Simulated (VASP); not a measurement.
Runs of VASP 6.6.1 on Sc. The structure is that of space group Fm-3m (No. 225), or close to it. The cells are those of the table. 

```csv
task,level,cell,smearing,gap on the mesh (eV),pressure (GPa)
electric field gradients,PBE,"a = 3.264 Å, angles 60.0°, 1 atom",fermi-dirac 0.03 eV,none,0.2
electric field gradients,r2SCAN,"a = 3.203, b = 3.203, c = 3.227 Å, angles 59.8, 59.8, 60.5°, 1 atom",fermi-dirac 0.03 eV,none,4.1
single point,PBE,"a = 3.211 Å, angles 60.0°, 1 atom",fermi-dirac 0.15 eV,none,3.5
single point,PBE,"a = 3.203, b = 3.203, c = 3.227 Å, angles 59.8, 59.8, 60.5°, 1 atom",fermi-dirac 0.03 eV,none,3.0
single point,PBE,"a = 3.211 Å, angles 60.0°, 1 atom",tetrahedron,none,(a)
single point,PBE,"a = 3.157 Å, angles 60.0°, 1 atom",fermi-dirac 0.03 eV,none,(b)
electric field gradients,PBE,"a = 3.203, b = 3.203, c = 3.227 Å, angles 59.8, 59.8, 60.5°, 1 atom",fermi-dirac 0.03 eV,none,3.0
```

Alike in all rows: potentials or basis VASP PAW PBE potentials, release 64 (Sc_sv); no spin polarisation; k mesh 12 × 12 × 12; cutoff (eV) 520.

Question: Estimate the missing entries.

Answer: (a) 2.9; (b) 6.3.

Caveats: the PAW data sets were made with another functional, which shifts forces and pressure a little (some runs); tetrahedron occupations give inexact forces and stress in metals (some runs).

A gap of «none» marks levels without a gap at the run's occupations.
